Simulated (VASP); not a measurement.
Wanted: the native input for a VASP 6.6.1 run.

```
Task                   : single point
Functional             : PBE
Potentials or basis    : VASP PAW PBE potentials, release 64 (Hg)
Cutoff                 : 520 eV
k mesh                 : 6 × 6 × 4
Occupations            : gaussian, width 0.1 eV
Spin                   : no spin polarisation
Dipole correction      : no
Further INCAR settings : ALGO = Fast; EDIFF = 1e-07; NBANDS = 19
```

The structure of Hg lies in POSCAR:

```
Hg
1.0
    3.4618096384      0.0000000000      0.0000000000
   -1.7309048192      2.9980150899      0.0000000000
    0.0000000000      0.0000000000      5.4875482800
Hg
2
Direct
    0.6666666667      0.3333333333      0.7500000000
    0.3333333333      0.6666666667      0.2500000000
```

These files were run (other wordings do the same):

INCAR

```
PREC = Accurate
ENCUT = 520
EDIFF = 1E-7
ISMEAR = 0
SIGMA = 0.1
LREAL = False
LASPH = True
NELM = 60
ALGO = Fast
ISIF = 2
LWAVE = False
LCHARG = True
GGA = PE
LELF = True
LVHAR = True
NBANDS = 19
```

KPOINTS

```
regular mesh
0
Gamma
  6 6 4
```

Potentials or basis: VASP PAW PBE potentials, release 64 (Hg).

Launch:

```bash
$ cat potpaw_PBE.64/Hg/POTCAR > POTCAR
$ mpirun -np 1 vasp_std > vasp.out
```

Results of the run:

```
Pressure               : 1.3 GPa
Band gap on the k mesh : zero (band 12 reaches 0.77 eV, above the bottom of band 13 at 0.69 eV)
```

Caveat: spin-orbit coupling is left out, which moves the levels of the heavy elements.

It took 16 s on 1 thread of Intel Xeon 6975P-C (shared host), peak memory 0.18 GiB.
